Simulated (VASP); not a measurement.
Wanted: the native input for a VASP 6.6.1 run.

* Task: single point
* Functional: r2SCAN
* Potentials or basis: VASP PAW PBE potentials, release 64 (Ba_sv, S)
* Cutoff: 520 eV
* k mesh: 6 × 6 × 6
* Occupations: gaussian, width 0.05 eV
* Spin: no spin polarisation
* Dipole correction: no
* Further INCAR settings: ALGO = Normal; EDIFF = 1e-07; NBANDS = 15

The system is BaS.

```
Ba S
1.0
     0.00000    3.32150    3.44925
     3.32150    0.00000    3.44925
     3.32150    3.32150    0.00000
Ba S
1 1
Direct
  0.00000 0.00000 0.00000
  0.50000 0.50000 0.50000
```

This cell differs from its parent crystal: strain +0.040 along x and y, +0.080 along z.

These files were run (other wordings do the same):

POSCAR

```
BaS
1.0
    0.0000000000      3.3215000000      3.4492500000
    3.3215000000      0.0000000000      3.4492500000
    3.3215000000      3.3215000000      0.0000000000
Ba S
1 1
Direct
    0.0000000000      0.0000000000      0.0000000000
    0.5000000000      0.5000000000      0.5000000000
```

INCAR.step1

```
PREC     = Accurate       # precision mode
ENCUT    = 520            # plane-wave cutoff, eV
ISMEAR   = 0              # smearing method
SIGMA    = 0.05           # smearing width, eV
LREAL    = False          # projectors in reciprocal space
LASPH    = True           # aspherical terms in the spheres
NELM     = 100            # most SCF steps
NBANDS   = 15             # bands
GGA      = PE             # functional
ALGO     = Normal         # electronic algorithm
EDIFF    = 1E-4           # SCF threshold, eV
LWAVE    = True           # write WAVECAR
LCHARG   = False          # write CHGCAR
```

INCAR.step2

```
PREC     = Accurate       # precision mode
ENCUT    = 520            # plane-wave cutoff, eV
EDIFF    = 1E-7           # SCF threshold, eV
ISMEAR   = 0              # smearing method
SIGMA    = 0.05           # smearing width, eV
LREAL    = False          # projectors in reciprocal space
LASPH    = True           # aspherical terms in the spheres
NELM     = 100            # most SCF steps
ALGO     = Normal         # electronic algorithm
ISIF     = 2              # what is computed and relaxed
LWAVE    = False          # write WAVECAR
LCHARG   = False          # write CHGCAR
METAGGA  = R2SCAN         # meta-GGA
LMIXTAU  = True         
NBANDS   = 15             # bands
ISTART   = 1
```

KPOINTS

```
regular mesh
0
Gamma
  6 6 6
```

Potentials or basis: VASP PAW PBE potentials, release 64 (Ba_sv, S).

Run with:

```sh
$ cat potpaw_PBE.64/Ba_sv/POTCAR potpaw_PBE.64/S/POTCAR > POTCAR
$ cp INCAR.step1 INCAR
$ mpirun -np 1 vasp_std > vasp.out
$ cp INCAR.step2 INCAR
$ mpirun -np 1 vasp_std > vasp.out
```

Results of the run:

* Pressure: -4.1 GPa
* Band gap on the k mesh: 2.63 eV, indirect (least direct gap 2.83 eV)

Caveat: the cell differs from its parent crystal (strain +0.040 along x and y, +0.080 along z); the PAW data sets were made with another functional, which shifts forces and pressure a little; spin-orbit coupling is left out, which moves the levels of the heavy elements.

Run time: 2.3 min on 1 thread of Intel Xeon 6975P-C (shared host), peak memory 0.23 GiB.
